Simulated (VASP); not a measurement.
# Si (Fd-3m) in VASP: notebook

Runs on Si. Level: r2SCAN. Tasks: single point.

Everything below comes from runs of VASP 6.6.1. Logs are shortened: lines on timing, memory, paths and dates and some standing lists are left out, and cuts for length are marked.

### Step 1. The cell of the first run

It takes space group Fd-3m (No. 227, cubic). Conventional cell: a = 5.444 Å, b = 5.444 Å, c = 5.444 Å, α = 90.00°, β = 90.00°, γ = 90.00°. Within 3.1 Å of Si (site symmetry -43m) lie 4 Si at 2.36 Å.

### Step 2. Single point, r2SCAN

Input file POSCAR:

```
Si
1.0
    0.0000000000      2.7219899058      2.7219899058
    2.7219899058      0.0000000000      2.7219899058
    2.7219899058      2.7219899058      0.0000000000
Si
2
Direct
    0.0000000000      0.0000000000      0.0000000000
    0.2500000000      0.2500000000      0.2500000000
```

Input file INCAR.step1:

```
PREC = Accurate
ENCUT = 550
ISMEAR = 0
SIGMA = 0.02
LREAL = F
LASPH = T
NELM = 120
NBANDS = 11
GGA = PE
ALGO = Normal
EDIFF = 1E-5
LWAVE = T
LCHARG = F
GGA_COMPAT = F
```

Input file INCAR.step2:

```
PREC = Accurate
ENCUT = 550
EDIFF = 1E-6
ISMEAR = 0
SIGMA = 0.02
LREAL = F
LASPH = T
NELM = 120
ALGO = Normal
ISIF = 2
LWAVE = F
LCHARG = F
METAGGA = R2SCAN
LMIXTAU = T
NBANDS = 11
ISTART = 1
GGA_COMPAT = F
```

Input file KPOINTS:

```
Automatic mesh
0
Gamma
  8 8 8
```

Potentials or basis: VASP PAW PBE potentials, release 64 (Si).

On the command line:

```bash
$ cat potpaw_PBE.64/Si/POTCAR > POTCAR
$ cp INCAR.step1 INCAR
$ mpirun -np 1 vasp_std > vasp.out
$ cp INCAR.step2 INCAR
$ mpirun -np 1 vasp_std > vasp.out
```

OUTCAR:

```text
PREC = Accurate
   ENCUT = 550
   EDIFF = 1E-6
   ISMEAR = 0
   LREAL = F
   LASPH = T
   NELM = 120
   ISIF = 2
   METAGGA = R2SCAN
   ISTART = 1

 ion  position               nearest neighbor table
   1  0.000  0.000  0.000-   2 2.36   2 2.36   2 2.36   2 2.36
   2  0.250  0.250  0.250-   1 2.36   1 2.36   1 2.36   1 2.36

  LATTYP: Found a face centered cubic cell.
 ALAT       =     5.4439798116

  Lattice vectors:

 A1 = (   0.0000000000,   2.7219899058,   2.7219899058)
 A2 = (   2.7219899058,   0.0000000000,   2.7219899058)
 A3 = (   2.7219899058,   2.7219899058,   0.0000000000)

Analysis of symmetry for initial positions (statically):
=====================================================================
 Subroutine PRICEL returns:
 Original cell was already a primitive cell.

 Routine SETGRP: Setting up the symmetry group for a
 face centered cubic supercell.

 Subroutine GETGRP returns: Found 48 space group operations
 (whereof 24 operations were pure point group operations)
 out of a pool of 48 trial point group operations.

The static configuration has the point symmetry T_d .
 The point group associated with its full space group is O_h .

Analysis of symmetry for dynamics (positions and initial velocities):
=====================================================================
 Subroutine PRICEL returns:
 Original cell was already a primitive cell.

 Routine SETGRP: Setting up the symmetry group for a
 face centered cubic supercell.

 Subroutine GETGRP returns: Found 48 space group operations
 (whereof 24 operations were pure point group operations)
 out of a pool of 48 trial point group operations.

The dynamic configuration has the point symmetry T_d .
 The point group associated with its full space group is O_h .

 Subroutine INISYM returns: Found 48 space group operations
 (whereof 24 operations are pure point group operations),
 and found     1 'primitive' translations

----------------------------------------------------------------------------------------

                                     Primitive cell

  volume of cell :      40.3357

  direct lattice vectors                    reciprocal lattice vectors
     0.000000000  2.721989906  2.721989906    -0.183689146  0.183689146  0.183689146
     2.721989906  0.000000000  2.721989906     0.183689146 -0.183689146  0.183689146
     2.721989906  2.721989906  0.000000000     0.183689146  0.183689146 -0.183689146

  length of vectors
     3.849475041  3.849475041  3.849475041     0.318158933  0.318158933  0.318158933

  position of ions in fractional coordinates (direct lattice)
     0.000000000  0.000000000  0.000000000
     0.250000000  0.250000000  0.250000000

  ion indices of the primitive-cell ions
   primitive index   ion index
                 1           1
                 2           2

----------------------------------------------------------------------------------------

 KPOINTS: Automatic mesh

Automatic generation of k-mesh.
 Grid dimensions read from file:
 generate k-points for:    8    8    8

 Generating k-lattice:

  Cartesian coordinates                     Fractional coordinates (reciprocal lattice)
    -0.022961143  0.022961143  0.022961143     0.125000000  0.000000000  0.000000000
     0.022961143 -0.022961143  0.022961143     0.000000000  0.125000000  0.000000000
     0.022961143  0.022961143 -0.022961143     0.000000000  0.000000000  0.125000000

  Length of vectors
     0.039769867  0.039769867  0.039769867

  Shift w.r.t. Gamma in fractional coordinates (k-lattice)
     0.000000000  0.000000000  0.000000000

 Subroutine IBZKPT returns following result:
 ===========================================

 Found     29 irreducible k-points:

 Following reciprocal coordinates:
            Coordinates               Weight
  0.000000  0.000000  0.000000      1.000000
  0.125000  0.000000  0.000000      8.000000
  0.250000  0.000000  0.000000      8.000000
  0.375000  0.000000  0.000000      8.000000
  0.500000  0.000000  0.000000      4.000000
  0.125000  0.125000  0.000000      6.000000
[... 16 lines left out ...]
  0.500000  0.250000  0.125000     48.000000
 -0.375000  0.250000  0.125000     24.000000
 [... further k-points ...]
   k-points           NKPTS =     29   k-points in BZ     NKDIM =     29   number of bands    NBANDS=     11
   number of dos      NEDOS =    301   number of ions     NIONS =      2
   total plane-waves  NPLWV =  27000
   dimension x,y,z NGX =    30 NGY =   30 NGZ =   30
   dimension x,y,z NGXF=    60 NGYF=   60 NGZF=   60
   ions per type =               2
   NGX,Y,Z   is equivalent  to a cutoff of  12.96, 12.96, 12.96 a.u.
   NGXF,Y,Z  is equivalent  to a cutoff of  25.91, 25.91, 25.91 a.u.
 SYSTEM =  unknown system
   PREC   = accura    normal or accurate (medium, high low for compatibility)
   ISTART =      1    job   : 0-new  1-cont  2-samecut
   ICHARG =      0    charge: 1-file 2-atom 10-const
   ISPIN  =      1    spin polarized calculation?
   LNONCOLLINEAR =      F non collinear calculations
   LSORBIT =      F    spin-orbit coupling
   LASPH  =      T    aspherical Exc in radial PAW
   ENCUT  =  550.0 eV  40.42 Ry    6.36 a.u.   7.36  7.36  7.36*2*pi/ulx,y,z
   NELM   =    120;   NELMIN=  2; NELMDL=  0     # of ELM steps
   EDIFF  = 0.1E-05   stopping-criterion for ELM
   LREAL  =      F    real-space projection
   EDIFFG = 0.1E-04   stopping-criterion for IOM
   NSW    =      0    number of steps for IOM
   IBRION =     -1    ionic relax: 0-MD 1-quasi-New 2-CG
   NFREE  =      0    steps in history (QN), initial steepest desc. (CG)
   ISIF   =      2    stress and relaxation
   ISYM   =      2    0-nonsym 1-usesym 2-fastsym
   POTIM  = 0.5000    time-step for ionic-motion
   TEBEG  =    0.0;   TEEND  =   0.0 temperature during run
   PSTRESS=    0.0 pullay stress
   NELECT =       8.0000    total number of electrons
   NUPDOWN=      -1.0000    fix difference up-down
   EMIN   =  10.00;   EMAX   =-10.00  energy-range for DOS
   EFERMI =   0.00;   METHOD = LEGACY
   ISMEAR =     0;   SIGMA  =   0.02  broadening in eV -4-tet -1-fermi 0-gaus
   EFERMI_NEDOS =   21; number of points for ismear=-14 and -15
   IALGO  =     38    algorithm
   IMIX   =      4    mixing-type and parameters
     AMIX     =   0.40;   BMIX     =  1.00
     AMIX_MAG =   1.60;   BMIX_MAG =  1.00
  volume/ion in A,a.u.               =      20.17       136.10
  Fermi-wavevector in a.u.,A,eV,Ry     =   0.954718  1.804155 12.401519  0.911486
  Thomas-Fermi vector in A             =   2.083490
   LORBIT       =      0    0 simple, 1 ext, 2 COOP (PROOUT), +10 PAW based schemes
   METAGGA = R2SCAN    functional components
   LHFCALC =     F    Hartree Fock is set to
   AEXX    =    0.0000 exact exchange contribution
   IVDW    =     0    specifies the selected vdW correction
   LEPSILON=     F    determine dielectric tensor
   LRPA    =     F    only Hartree local field effects (RPA)
 non-spin polarized calculation
 Gauss-broadening in eV      SIGMA  =   0.02
  energy-cutoff  :      550.00
  volume of cell :       40.34
 maximum number of plane-waves:      1243
 NGX is ok and might be reduce to    30
   NGX = 15   NGY = 15   NGZ = 15

 number of electron       8.0000001 magnetization

 Free energy of the ion-electron system (eV)
  ---------------------------------------------------
  ext. energy  EPLUGINS =         0.00000000
  ---------------------------------------------------
  free energy    TOTEN  =       -17.54696487 eV

  energy without entropy =      -17.54696487  energy(sigma->0) =      -17.54696487

 E-fermi :   5.8213     XC(G=0):  -9.8252

 val. band max:        5.6645501950   @ k =   0.0000   0.0000   0.0000
 cond. band min:       6.4900276408   @ k =   0.3750   0.3750   0.0000
 fundamental gap:      0.8254774458
 Fermi energy:         5.8212965399

 k-point     1 :       0.0000    0.0000    0.0000
  band No.  band energies     occupation
      1      -6.8096      2.00000
      2       5.6645      2.00000
      3       5.6645      2.00000
      4       5.6646      2.00000
      5       8.4194      0.00000
      6       8.4194      0.00000
      7       8.4194      0.00000
      8       9.5636      0.00000
      9      13.7871      0.00000
     10      13.7871      0.00000
     11      14.3331      0.00000

 k-point     2 :       0.1250    0.0000    0.0000
  band No.  band energies     occupation
      1      -6.5960      2.00000
      2       4.0314      2.00000
      3       5.3616      2.00000
      4       5.3616      2.00000
      5       8.4472      0.00000
      6       8.8659      0.00000
      7       8.8660      0.00000
      8      10.8766      0.00000
      9      13.3116      0.00000
     10      13.3116      0.00000
     11      15.1210      0.00000

 k-point     3 :       0.2500    0.0000    0.0000
  band No.  band energies     occupation
      1      -5.9732      2.00000
      2       1.6080      2.00000
      3       4.8646      2.00000
      4       4.8646      2.00000
      5       8.0080      0.00000
      6       9.4175      0.00000
      7       9.4175      0.00000
      8      13.1590      0.00000
      9      13.2890      0.00000
     10      13.2890      0.00000
     11      15.3429      0.00000

 k-point     4 :       0.3750    0.0000    0.0000
  band No.  band energies     occupation
      1      -5.0398      2.00000
      2      -0.5017      2.00000
      3       4.5174      2.00000
      4       4.5174      2.00000
      5       7.6495      0.00000
      6       9.3688      0.00000
      7       9.3688      0.00000
      8      14.1470      0.00000
      9      14.7558      0.00000
     10      14.7558      0.00000
     11      16.0714      0.00000

 k-point     5 :       0.5000    0.0000    0.0000
  band No.  band energies     occupation
      1      -4.3759      2.00000
      2      -1.5677      2.00000
      3       4.3983      2.00000
      4       4.3983      2.00000
      5       7.5217      0.00000
      6       9.2554      0.00000
      7       9.2554      0.00000
      8      13.9912      0.00000
      9      16.8075      0.00000
     10      16.8075      0.00000
     11      17.7354      0.00000
[... 211 lines left out ...]
 k-point    21 :       0.5000    0.5000    0.0000
  band No.  band energies     occupation
      1      -2.4688      2.00000
      2      -2.4688      2.00000
      3       2.6727      2.00000
      4       2.6727      2.00000
      5       6.5988      0.00000
      6       6.5988      0.00000
      7      16.4803      0.00000
      8      16.4803      0.00000
      9      17.2600      0.00000
     10      17.2600      0.00000
     11      18.8666      0.00000

 k-point    22 :       0.3750    0.2500    0.1250
  band No.  band energies     occupation
      1      -5.4189      2.00000
      2       1.2310      2.00000
      3       2.8535      2.00000
      4       4.1746      2.00000
      5       8.3545      0.00000
      6       9.9274      0.00000
      7      10.1810      0.00000
      8      11.5377      0.00000
      9      13.9638      0.00000
     10      16.5777      0.00000
     11      17.5039      0.00000

 k-point    23 :       0.5000    0.2500    0.1250
  band No.  band energies     occupation
      1      -4.4905      2.00000
      2      -0.3948      2.00000
      3       2.2284      2.00000
      4       3.6516      2.00000
      5       8.8222      0.00000
      6       9.5293      0.00000
      7      11.0726      0.00000
      8      12.0026      0.00000
      9      15.2577      0.00000
     10      16.0317      0.00000
     11      18.3983      0.00000

 k-point    24 :      -0.3750    0.2500    0.1250
  band No.  band energies     occupation
      1      -3.8104      2.00000
      2      -1.3818      2.00000
      3       2.0971      2.00000
      4       3.4110      2.00000
      5       9.0419      0.00000
      6       9.0765      0.00000
      7      11.9829      0.00000
      8      13.2548      0.00000
      9      13.5738      0.00000
     10      16.8948      0.00000
     11      18.0927      0.00000

 [... further k-points ...]

------------------------ aborting loop because EDIFF is reached ----------------------------------------

  FORCE on cell =-STRESS in cart. coord.  units (eV):
  Direction    XX          YY          ZZ          XY          YZ          ZX
  --------------------------------------------------------------------------------------
  -------------------------------------------------------------------------------------
  Total       -0.0546594     -0.0546594     -0.0546594      0.0000000     -0.0000000      0.0000000
  in kB       -2.1711289     -2.1711289     -2.1711289      0.0000000     -0.0000000      0.0000000
  external PRESSURE =      -2.1711289 kB  Pullay stress =       0.0000000 kB

 VOLUME and BASIS-vectors are now :
 -----------------------------------------------------------------------------
  energy-cutoff  :      550.00
  volume of cell :       40.34
      direct lattice vectors                 reciprocal lattice vectors
     0.000000000  2.721989906  2.721989906    -0.183689146  0.183689146  0.183689146
     2.721989906  0.000000000  2.721989906     0.183689146 -0.183689146  0.183689146
     2.721989906  2.721989906  0.000000000     0.183689146  0.183689146 -0.183689146

 POSITION                                       TOTAL-FORCE (eV/Angst)
 -----------------------------------------------------------------------------------
      0.00000      0.00000      0.00000         0.000000      0.000000      0.000000
      1.36099      1.36099      1.36099        -0.000000     -0.000000     -0.000000
 -----------------------------------------------------------------------------------
    total drift:                               -0.000000     -0.000000     -0.000000

  FREE ENERGIE OF THE ION-ELECTRON SYSTEM (eV)
  ---------------------------------------------------
  free  energy   TOTEN  =       -17.5469648706 eV

  energy  without entropy=      -17.5469648706  energy(sigma->0) =      -17.54696487
```

It took 23 s on 1 thread of Intel Xeon 6975P-C (Granite Rapids), shared host; peak memory 0.16 GiB.

What came out:

```
Free energy            : -17.5470 eV
Pressure               : -0.2 GPa
Band gap on the k mesh : 0.83 eV (least direct gap 2.75 eV)
```

Caveat: the PAW data sets were made with another functional, which shifts forces and pressure a little. A k mesh can miss the band edges.

### Step 3. Single point, r2SCAN

POSCAR is that of step 2.

Input file INCAR.step1:

```
PREC = Accurate
ENCUT = 550
ISMEAR = 0
SIGMA = 0.02
LREAL = False
LASPH = True
NELM = 120
NBANDS = 11
GGA = PE
ALGO = Normal
EDIFF = 1E-5
LWAVE = True
LCHARG = False
GGA_COMPAT = False
```

Input file INCAR.step2:

```
PREC = Accurate
ENCUT = 550
EDIFF = 1E-6
ISMEAR = 0
SIGMA = 0.02
LREAL = False
LASPH = True
NELM = 120
ALGO = Normal
ISIF = 2
LWAVE = False
LCHARG = True
METAGGA = R2SCAN
LMIXTAU = True
LELF = True
LVHAR = True
NBANDS = 11
ISTART = 1
GGA_COMPAT = False
```

Input file KPOINTS:

```
Automatic mesh
0
Gamma
  10 10 10
```

Potentials or basis: VASP PAW PBE potentials, release 64 (Si).

On the command line:

```bash
$ cat potpaw_PBE.64/Si/POTCAR > POTCAR
$ cp INCAR.step1 INCAR
$ mpirun -np 1 vasp_std > vasp.out
$ cp INCAR.step2 INCAR
$ mpirun -np 1 vasp_std > vasp.out
```

It took 34 s on 1 thread of Intel Xeon 6975P-C (Granite Rapids), shared host; peak memory 0.17 GiB.

The run converged. Its results:

* Free energy: -17.5497 eV
* Pressure: -0.2 GPa
* Band gap on the k mesh: 0.79 eV (least direct gap 2.76 eV)

Levels at points of the mesh, in eV from the valence-band top:
| k point | band 1 | band 2 | band 3 | band 4 | band 5 | band 6 | band 7 | band 8 | band 9 |
| --- | --- | --- | --- | --- | --- | --- | --- | --- | --- |
| (0.00, 0.00, 0.00) | -12.47 | 0.00 | 0.00 | 0.00 | 2.76 | 2.76 | 2.76 | 3.90 | 8.12 |
| (0.50, 0.00, 0.00) | -10.04 | -7.23 | -1.27 | -1.27 | 1.86 | 3.59 | 3.59 | 8.33 | 11.14 |
| (0.50, 0.50, 0.00) | -8.13 | -8.13 | -2.99 | -2.99 | 0.93 | 0.93 | 10.82 | 10.82 | 11.60 |

Caveat: the PAW data sets were made with another functional, which shifts forces and pressure a little. A k mesh can miss the band edges.
